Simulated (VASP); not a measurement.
# CaO (P1) in VASP: a series of runs

CaO is run at these levels: PBEsol; tasks: single point.

All numbers are computed with VASP 6.6.1; they aren't measurements. Logs are shortened: lines on timing, memory, paths and dates and some standing lists are left out, and cuts for length are marked.

### Step 1. The cell of the first run

The typed cell holds 16 atoms: a = 7.354 Å, b = 7.354 Å, c = 7.354 Å, α = 60.00°, β = 60.00°, γ = 60.00°.

### Step 2. Single point, PBEsol

INCAR reads:

```
PREC = Accurate
ENCUT = 520
EDIFF = 1E-6
ISMEAR = -1
SIGMA = 0.069
LREAL = Auto
LASPH = True
NELM = 80
ALGO = Normal
ISIF = 2
LWAVE = False
LCHARG = False
GGA = PS
NBANDS = 78
```

KPOINTS reads:

```
regular mesh
0
Gamma
  2 2 2
```

POSCAR reads:

```
CaO
1.0
    0.0000000000      5.1998330000      5.1998330000
    5.1998330000      0.0000000000      5.1998330000
    5.1998330000      5.1998330000      0.0000000000
Ca O
8 8
Direct
   -0.0006335780      0.0471443025     -0.0089971159
    0.0129308960     -0.0314005277      0.5170167003
   -0.0131579226      0.5198507337      0.0154876128
    0.0121818335      0.5037083883      0.4981209012
    0.5171240115     -0.0211671221     -0.0027715313
    0.4816821040      0.0256659204      0.4727768180
    0.4698053764      0.5051474730     -0.0103158121
    0.5240832734      0.4621585924      0.5183511663
    0.1332137974      0.1540694672      0.1367477571
    0.1034804387      0.1428051632      0.6199970268
    0.1110531819      0.6503537710      0.1270700424
    0.1348655813      0.6046383605      0.6552555630
    0.6102030584      0.1527885607      0.0967154137
    0.6511161032      0.0925443183      0.6211432175
    0.6135061453      0.5838592316      0.1457668929
    0.6120581180      0.6473394434      0.6077422102
```

Potentials or basis: VASP PAW PBE potentials, release 64 (Ca_sv, O).

Run with:

```sh
$ cat potpaw_PBE.64/Ca_sv/POTCAR potpaw_PBE.64/O/POTCAR > POTCAR
$ mpirun -np 1 vasp_std > vasp.out
```

OUTCAR:

```text
PREC = Accurate
   ENCUT = 520
   EDIFF = 1E-6
   ISMEAR = -1
   LREAL = Auto
   LASPH = True
   NELM = 80
   ISIF = 2
   GGA = PS

 ion  position               nearest neighbor table
   1  0.999  0.047  0.991-  10 2.25   9 2.33  13 2.36  11 2.39
   2  0.013  0.969  0.517-  14 2.18  12 2.19  10 2.23   9 2.32
   3  0.987  0.520  0.015-  12 2.18  11 2.20   9 2.20  15 2.28
   4  0.012  0.504  0.498-  10 2.18  11 2.23  12 2.30  16 2.41
   5  0.517  0.979  0.997-  13 2.23  14 2.26   9 2.34  15 2.38
   6  0.482  0.026  0.473-  13 2.26  16 2.27  10 2.27  14 2.34
[... 8 lines left out ...]
  15  0.614  0.584  0.146-   8 2.25   3 2.28   7 2.29   5 2.38
  16  0.612  0.647  0.608-   8 2.22   6 2.27   7 2.30   4 2.41

  LATTYP: Found a face centered cubic cell.
 ALAT       =    10.3996660000

  Lattice vectors:

 A1 = (   0.0000000000,   5.1998330000,   5.1998330000)
 A2 = (   5.1998330000,   0.0000000000,   5.1998330000)
 A3 = (   5.1998330000,   5.1998330000,   0.0000000000)

Analysis of symmetry for initial positions (statically):
=====================================================================
 Subroutine PRICEL returns:
 Original cell was already a primitive cell.

 Routine SETGRP: Setting up the symmetry group for a
 face centered cubic supercell.

 Subroutine GETGRP returns: Found  1 space group operations
 (whereof  1 operations were pure point group operations)
 out of a pool of 48 trial point group operations.

The static configuration has the point symmetry C_1 .

Analysis of symmetry for dynamics (positions and initial velocities):
=====================================================================
 Subroutine PRICEL returns:
 Original cell was already a primitive cell.

 Routine SETGRP: Setting up the symmetry group for a
 face centered cubic supercell.

 Subroutine GETGRP returns: Found  1 space group operations
 (whereof  1 operations were pure point group operations)
 out of a pool of 48 trial point group operations.

The dynamic configuration has the point symmetry C_1 .

 Subroutine INISYM returns: Found  1 space group operations
 (whereof  1 operations are pure point group operations),
 and found     1 'primitive' translations

----------------------------------------------------------------------------------------

                                     Primitive cell

  volume of cell :     281.1889

  direct lattice vectors                    reciprocal lattice vectors
     0.000000000  5.199833000  5.199833000    -0.096156934  0.096156934  0.096156934
     5.199833000  0.000000000  5.199833000     0.096156934 -0.096156934  0.096156934
     5.199833000  5.199833000  0.000000000     0.096156934  0.096156934 -0.096156934

  length of vectors
     7.353674351  7.353674351  7.353674351     0.166548696  0.166548696  0.166548696

  position of ions in fractional coordinates (direct lattice)
     0.999366422  0.047144303  0.991002884
     0.012930896  0.968599472  0.517016700
     0.986842077  0.519850734  0.015487613
     0.012181834  0.503708388  0.498120901
     0.517124012  0.978832878  0.997228469
     0.481682104  0.025665920  0.472776818
[... 8 lines left out ...]
     0.613506145  0.583859232  0.145766893
     0.612058118  0.647339443  0.607742210

  ion indices of the primitive-cell ions
   primitive index   ion index
                 1           1
                 2           2
                 3           3
                 4           4
                 5           5
                 6           6
[... 8 lines left out ...]
                15          15
                16          16

----------------------------------------------------------------------------------------

 KPOINTS: regular mesh

Automatic generation of k-mesh.
 Grid dimensions read from file:
 generate k-points for:    2    2    2

 Generating k-lattice:

  Cartesian coordinates                     Fractional coordinates (reciprocal lattice)
    -0.048078467  0.048078467  0.048078467     0.500000000  0.000000000  0.000000000
     0.048078467 -0.048078467  0.048078467     0.000000000  0.500000000  0.000000000
     0.048078467  0.048078467 -0.048078467     0.000000000  0.000000000  0.500000000

  Length of vectors
     0.083274348  0.083274348  0.083274348

  Shift w.r.t. Gamma in fractional coordinates (k-lattice)
     0.000000000  0.000000000  0.000000000

 Subroutine IBZKPT returns following result:
 ===========================================

 Found      8 irreducible k-points:

 Following reciprocal coordinates:
            Coordinates               Weight
  0.000000  0.000000  0.000000      1.000000
  0.500000  0.000000  0.000000      1.000000
  0.000000  0.500000  0.000000      1.000000
  0.000000  0.000000  0.500000      1.000000
  0.500000  0.500000  0.500000      1.000000
  0.500000  0.500000  0.000000      1.000000
  0.000000  0.500000  0.500000      1.000000
  0.500000  0.000000  0.500000      1.000000
   k-points           NKPTS =      8   k-points in BZ     NKDIM =      8   number of bands    NBANDS=     78
   number of dos      NEDOS =    301   number of ions     NIONS =     16
   total plane-waves  NPLWV = 175616
   dimension x,y,z NGX =    56 NGY =   56 NGZ =   56
   dimension x,y,z NGXF=   112 NGYF=  112 NGZF=  112
   ions per type =               8   8
   NGX,Y,Z   is equivalent  to a cutoff of  12.66, 12.66, 12.66 a.u.
   NGXF,Y,Z  is equivalent  to a cutoff of  25.32, 25.32, 25.32 a.u.
 SYSTEM =  unknown system
   PREC   = accura    normal or accurate (medium, high low for compatibility)
   ISTART =      0    job   : 0-new  1-cont  2-samecut
   ICHARG =      2    charge: 1-file 2-atom 10-const
   ISPIN  =      1    spin polarized calculation?
   LNONCOLLINEAR =      F non collinear calculations
   LSORBIT =      F    spin-orbit coupling
   LASPH  =      T    aspherical Exc in radial PAW
   ENCUT  =  520.0 eV  38.22 Ry    6.18 a.u.  13.67 13.67 13.67*2*pi/ulx,y,z
   NELM   =     80;   NELMIN=  2; NELMDL= -5     # of ELM steps
   EDIFF  = 0.1E-05   stopping-criterion for ELM
   LREAL  =      T    real-space projection
   EDIFFG = 0.1E-04   stopping-criterion for IOM
   NSW    =      0    number of steps for IOM
   IBRION =     -1    ionic relax: 0-MD 1-quasi-New 2-CG
   NFREE  =      0    steps in history (QN), initial steepest desc. (CG)
   ISIF   =      2    stress and relaxation
   ISYM   =      2    0-nonsym 1-usesym 2-fastsym
   POTIM  = 0.5000    time-step for ionic-motion
   TEBEG  =    0.0;   TEEND  =   0.0 temperature during run
   PSTRESS=    0.0 pullay stress
   NELECT =     128.0000    total number of electrons
   NUPDOWN=      -1.0000    fix difference up-down
   EMIN   =  10.00;   EMAX   =-10.00  energy-range for DOS
   EFERMI =   0.00;   METHOD = LEGACY
   ISMEAR =    -1;   SIGMA  =   0.07  broadening in eV -4-tet -1-fermi 0-gaus
   EFERMI_NEDOS =   21; number of points for ismear=-14 and -15
   IALGO  =     38    algorithm
   IMIX   =      4    mixing-type and parameters
     AMIX     =   0.40;   BMIX     =  1.00
     AMIX_MAG =   1.60;   BMIX_MAG =  1.00
  volume/ion in A,a.u.               =      17.57       118.60
  Fermi-wavevector in a.u.,A,eV,Ry     =   1.259347  2.379821 21.578227  1.585955
  Thomas-Fermi vector in A             =   2.392911
   LORBIT       =      0    0 simple, 1 ext, 2 COOP (PROOUT), +10 PAW based schemes
   GGA     = PS    functional components
   LHFCALC =     F    Hartree Fock is set to
   AEXX    =    0.0000 exact exchange contribution
   IVDW    =     0    specifies the selected vdW correction
   LEPSILON=     F    determine dielectric tensor
   LRPA    =     F    only Hartree local field effects (RPA)
 non-spin polarized calculation
  energy-cutoff  :      520.00
  volume of cell :      281.19
 maximum number of plane-waves:      7631
 NGX is ok and might be reduce to    56
   NGX = 27   NGY = 27   NGZ = 27

 number of electron     128.0000000 magnetization

 Free energy of the ion-electron system (eV)
  ---------------------------------------------------
  ext. energy  EPLUGINS =         0.00000000
  ---------------------------------------------------
  free energy    TOTEN  =      -102.68283740 eV

  energy without entropy =     -102.68283740  energy(sigma->0) =     -102.68283740

 E-fermi :   2.1174     XC(G=0):  -9.3323

 val. band max:        0.5724610179   @ k =   0.0000   0.0000   0.0000
 cond. band min:       3.5349828127   @ k =   0.0000   0.0000   0.0000
 fundamental gap:      2.9625217949
 Fermi energy:         2.1173787443

 k-point     1 :       0.0000    0.0000    0.0000
  band No.  band energies     occupation
      1     -37.0931      2.00000
      2     -36.8195      2.00000
      3     -36.7897      2.00000
      4     -36.6605      2.00000
      5     -36.3951      2.00000
      6     -36.3260      2.00000
[... 68 lines left out ...]
     75       7.0568      0.00000
     76       7.5840      0.00000

 k-point     2 :       0.5000    0.0000    0.0000
  band No.  band energies     occupation
      1     -37.0927      2.00000
      2     -36.8195      2.00000
      3     -36.7893      2.00000
      4     -36.6607      2.00000
      5     -36.3941      2.00000
      6     -36.3273      2.00000
[... 68 lines left out ...]
     75       6.8397      0.00000
     76       7.0785      0.00000

 k-point     3 :       0.0000    0.5000    0.0000
  band No.  band energies     occupation
      1     -37.0929      2.00000
      2     -36.8191      2.00000
      3     -36.7892      2.00000
      4     -36.6609      2.00000
      5     -36.3944      2.00000
      6     -36.3269      2.00000
[... 384 lines left out ...]
     75       6.8076      0.00000
     76       6.9123      0.00000

 k-point     8 :       0.5000    0.0000    0.5000
  band No.  band energies     occupation
      1     -37.0927      2.00000
      2     -36.8174      2.00000
      3     -36.7912      2.00000
      4     -36.6608      2.00000
      5     -36.3943      2.00000
      6     -36.3269      2.00000
[... 68 lines left out ...]
     75       6.7627      0.00000
     76       7.0045      0.00000
 [bands above 76 left out]

------------------------ aborting loop because EDIFF is reached ----------------------------------------

  FORCE on cell =-STRESS in cart. coord.  units (eV):
  Direction    XX          YY          ZZ          XY          YZ          ZX
  --------------------------------------------------------------------------------------
  -------------------------------------------------------------------------------------
  Total       -1.0761825     -1.9996527     -1.2642254     -0.3020130     -0.9898780      0.4700601
  in kB       -6.1319462    -11.3937576     -7.2033897     -1.7208302     -5.6401944      2.6783402
  external PRESSURE =      -8.2430312 kB  Pullay stress =       0.0000000 kB

 VOLUME and BASIS-vectors are now :
 -----------------------------------------------------------------------------
  energy-cutoff  :      520.00
  volume of cell :      281.19
      direct lattice vectors                 reciprocal lattice vectors
     0.000000000  5.199833000  5.199833000    -0.096156934  0.096156934  0.096156934
     5.199833000  0.000000000  5.199833000     0.096156934 -0.096156934  0.096156934
     5.199833000  5.199833000  0.000000000     0.096156934  0.096156934 -0.096156934

 POSITION                                       TOTAL-FORCE (eV/Angst)
 -----------------------------------------------------------------------------------
      5.39819     10.34959      5.44168        -0.014526      0.070791     -0.763274
      7.72496      2.75564      5.10379         0.022603     -0.480867      0.908133
      2.78367      5.21195      7.83455        -0.168176      0.183582     -0.683706
      5.20934      2.65349      2.68254         0.875929     -0.799846     -0.134195
     10.27519      7.87438      7.77873         0.281416     -0.246142     -0.510274
      2.59182      4.96303      2.63812        -0.316859      0.937330     -0.063728
[... 8 lines left out ...]
      3.79393      3.94809      6.22610         0.391027     -0.302830      0.541250
      6.52622      6.34276      6.54866        -0.119101      0.269447      0.270899
 -----------------------------------------------------------------------------------
    total drift:                                0.000466      0.003873     -0.006884

  FREE ENERGIE OF THE ION-ELECTRON SYSTEM (eV)
  ---------------------------------------------------
  free  energy   TOTEN  =      -102.6828374042 eV

  energy  without entropy=     -102.6828374032  energy(sigma->0) =     -102.68283740
```

Wall time 8.5 min (1 thread of Oxide Virtual Turin-like, shared host); peak memory 0.43 GiB.

What came out:

```yaml
Free_energy: -102.6828 eV
Pressure: -0.8 GPa
Largest_force: 1.440 eV/Å
Band_gap_on_the_k_mesh: 2.96 eV
```

Forces in eV/Å, atoms in the order of the input:
```
Ca  -0.015  0.071 -0.763
Ca   0.023 -0.481  0.908
Ca  -0.168  0.184 -0.684
Ca   0.876 -0.800 -0.134
Ca   0.281 -0.246 -0.510
Ca  -0.317  0.937 -0.064
Ca   0.305  0.102  1.403
Ca   0.183 -0.767  0.109
O   -0.994  0.156 -0.525
O    0.032  0.710  0.160
O    0.865 -0.347  0.299
O   -0.826 -0.128  0.024
O   -0.745  0.969 -0.337
O    0.227 -0.326 -0.698
O    0.391 -0.303  0.541
O   -0.119  0.269  0.271
```

Levels at points of the mesh, in eV from the valence-band top:
```tsv
k point	band 60	band 61	band 62	band 63	band 64	band 65	band 66	band 67	band 68	band 69
(0.00, 0.00, 0.00)	-0.18	-0.12	-0.07	0.00	0.00	2.96	4.60	4.67	4.74	5.55
(0.50, 0.00, 0.00)	-0.31	-0.24	-0.18	-0.11	-0.08	4.54	4.64	4.89	4.97	5.06
(0.00, 0.50, 0.00)	-0.28	-0.27	-0.20	-0.13	-0.09	4.55	4.62	4.89	4.99	5.01
(0.00, 0.00, 0.50)	-0.28	-0.27	-0.21	-0.14	-0.09	4.51	4.58	4.88	5.07	5.09
(0.50, 0.50, 0.50)	-0.31	-0.29	-0.23	-0.16	-0.12	4.47	4.57	4.89	5.05	5.07
(0.50, 0.50, 0.00)	-0.36	-0.26	-0.20	-0.13	-0.05	4.54	4.71	5.01	5.07	5.15
(0.00, 0.50, 0.50)	-0.33	-0.28	-0.25	-0.09	-0.07	4.55	4.75	4.90	5.06	5.22
(0.50, 0.00, 0.50)	-0.35	-0.31	-0.28	-0.06	-0.03	4.59	4.68	4.97	5.08	5.16
```

Caveat: the k points lie up to 0.52 Å⁻¹ apart; the atoms stand as in a frame of molecular dynamics; the structure was generated, so it needn't be the stable form of CaO; the PAW data sets were made with another functional, which shifts forces and pressure a little.

### Step 3. Single point, PBEsol

This run uses another cell than the first one, of 17.71 Å³/atom.

INCAR reads:

```
SYSTEM = CaO
PREC     = Accurate       ! precision mode
ENCUT    = 520            ! plane-wave cutoff, eV
EDIFF    = 1E-7           ! SCF threshold, eV
ISMEAR   = -1             ! smearing method
SIGMA    = 0.069          ! smearing width, eV
LREAL    = Auto         
LASPH    = .TRUE.         ! aspherical terms in the spheres
NELM     = 60             ! most SCF steps
ALGO     = Normal         ! electronic algorithm
ISIF     = 2              ! what is computed and relaxed
LWAVE    = .FALSE.        ! write WAVECAR
LCHARG   = .FALSE.        ! write CHGCAR
GGA      = PS             ! functional
NBANDS   = 78             ! bands
```

KPOINTS reads:

```
regular mesh
0
G
  2 2 2
  0 0 0
```

POSCAR reads:

```
CaO
1.0
    0.0000000000      5.2134860000      5.2134860000
    5.2134860000      0.0000000000      5.2134860000
    5.2134860000      5.2134860000      0.0000000000
Ca O
8 8
Direct
   -0.0106475782      0.0397868144      0.0044258295
    0.0089865975     -0.0224382496      0.5064934480
   -0.0127079079      0.5181119696      0.0136867156
    0.0209416502      0.4960348987      0.4946628801
    0.5074867373     -0.0110333086      0.0073680067
    0.4910086073      0.0202048111      0.4730511408
    0.4771226009      0.4953345995     -0.0053996501
    0.5174695012      0.4816892191      0.5084851096
    0.1469649099      0.1346996041      0.1220656390
    0.1043127382      0.1491349550      0.6159228202
    0.1113713550      0.6334494808      0.1243954621
    0.1445668982      0.6020711478      0.6333569324
    0.6308687700      0.1270383195      0.0949273672
    0.6519705817      0.0908222445      0.6261477445
    0.6124612208      0.6036922320      0.1469155187
    0.6037023980      0.6496810388      0.6110264802
```

Potentials or basis: VASP PAW PBE potentials, release 64 (Ca_sv, O).

Run with:

```sh
$ cat potpaw_PBE.64/Ca_sv/POTCAR potpaw_PBE.64/O/POTCAR > POTCAR
$ mpirun -np 1 vasp_std > vasp.out
```

Wall time 11 min (1 thread of Oxide Virtual Turin-like, shared host); peak memory 0.43 GiB.

The run converged. Its results:

```
Free energy            : -102.6511 eV
Pressure               : -0.5 GPa
Largest force          : 1.629 eV/Å
Band gap on the k mesh : 2.96 eV
```

Forces on the atoms (eV/Å):
```
Ca  -1.276  0.089 -0.061
Ca   0.051  0.230  0.658
Ca  -1.034 -0.424 -0.641
Ca   1.156 -1.144 -0.091
Ca  -1.259 -0.578 -0.545
Ca   0.249  0.961 -0.419
Ca   0.321  0.019  1.342
Ca  -0.219 -0.055 -0.546
O    0.463 -0.357 -0.576
O   -0.529  1.007 -0.366
O    0.831  0.261  0.831
O    0.293 -0.028 -0.088
O    1.017  0.606  0.345
O    0.280 -0.785 -0.317
O   -0.439 -0.471  0.179
O    0.095  0.670  0.296
```

Stress tensor (GPa, compression positive):
```
-0.48  0.20  0.50
 0.20 -0.77  1.02
 0.50  1.02 -0.25
```

Levels at points of the mesh, in eV from the valence-band top:
```tsv
k point	band 62	band 63	band 64	band 65	band 66	band 67
(0.00, 0.00, 0.00)	-0.08	-0.04	0.00	2.96	4.57	4.64
(0.50, 0.00, 0.00)	-0.24	-0.20	-0.07	4.45	4.59	4.88
(0.00, 0.50, 0.00)	-0.25	-0.17	-0.10	4.52	4.60	4.92
(0.00, 0.00, 0.50)	-0.23	-0.17	-0.07	4.49	4.65	4.79
(0.50, 0.50, 0.50)	-0.24	-0.17	-0.14	4.41	4.62	4.91
(0.50, 0.50, 0.00)	-0.26	-0.12	-0.06	4.49	4.73	4.89
(0.00, 0.50, 0.50)	-0.25	-0.12	-0.09	4.58	4.67	4.88
(0.50, 0.00, 0.50)	-0.28	-0.09	-0.02	4.55	4.69	4.90
```

Caveat: the k points lie up to 0.52 Å⁻¹ apart; the atoms stand as in a frame of molecular dynamics; the structure was generated, so it needn't be the stable form of CaO; the PAW data sets were made with another functional, which shifts forces and pressure a little.
